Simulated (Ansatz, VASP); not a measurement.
# One calculation of CaF, two programs

Contents of INCAR:

```
SYSTEM = CaF
PREC     = Accurate       ! precision mode
ENCUT    = 600            ! plane-wave cutoff, eV
EDIFF    = 1E-6           ! SCF threshold, eV
ISMEAR   = 0              ! smearing method
SIGMA    = 0.1            ! smearing width, eV
LREAL    = .False.        ! projectors in reciprocal space
LASPH    = .True.         ! aspherical terms in the spheres
NELM     = 120            ! most SCF steps
ALGO     = Normal         ! electronic algorithm
ISIF     = 2              ! what is computed and relaxed
LWAVE    = .False.        ! write WAVECAR
LCHARG   = .True.         ! write CHGCAR
GGA      = PE             ! functional
LELF     = .True.         ! ELF
LVHAR    = .True.       
NBANDS   = 16             ! bands
GGA_COMPAT= .False.
```

File KPOINTS:

```
Automatic mesh
0
Gamma
  6 6 4
  0 0 0
```

POSCAR

```
CaF
1.0
    2.9009947000      0.0000000000      0.0000000000
    0.0000000000      2.9009947000      0.0000000000
    0.0000000000      0.0000000000      4.4192152700
Ca F
1 1
Direct
    0.0000000000      0.0000000000      0.5000000000
    0.0000000000      0.0000000000      0.0000000000
```

Input for Ansatz:

```yaml
crystal:
  lattice:
    - [2.9009947, 0.0, 0.0]
    - [0.0, 2.9009947, 0.0]
    - [0.0, 0.0, 4.41921527]
  atoms:
    - { symbol: Ca, position: [0.0, 0.0, 0.5] }
    - { symbol: F, position: [0.0, 0.0, 0.0] }
basis:
  ecutwfc: 420
kpoints:
  mp_grid: { grid: [6, 6, 4] }
hamiltonian:
  xc: pbe
scf:
  occupations: { method: gaussian, width: 0.1 }
  lower_state_search: "off"
output:
  forces: true
  stress: true
  eigenvalues: true
```

Alike in both runs: task single point; functional PBE; k mesh 6 × 6 × 4; occupations gaussian, width 0.1 eV; no spin polarisation.

|  | VASP | Ansatz |
| --- | --- | --- |
| version | VASP 6.6.1 | Ansatz 0.2.0 |
| potentials or method | VASP PAW PBE potentials, release 64 (Ca_sv, F), cutoff 600 eV | scalar-relativistic, plane waves, PAW |
| valence electrons in the cell | 17 | 17 |

|  | VASP | Ansatz | Ansatz less VASP |
| --- | --- | --- | --- |
| gap on the k mesh at the Fermi level (eV) | none | none | - |
| pressure (GPa) | 7.0 | 6.8 | -0.21 |
| traceless stress, the component that is largest in VASP (GPa) | -19.72 | -20.23 | -0.507 |

A gap of «none» marks a metal or a gap that the smearing closes. The functional is the same, so the differences come from potentials, cutoffs and numerics.

The k mesh is coarse, so the values compare programs but aren't converged.
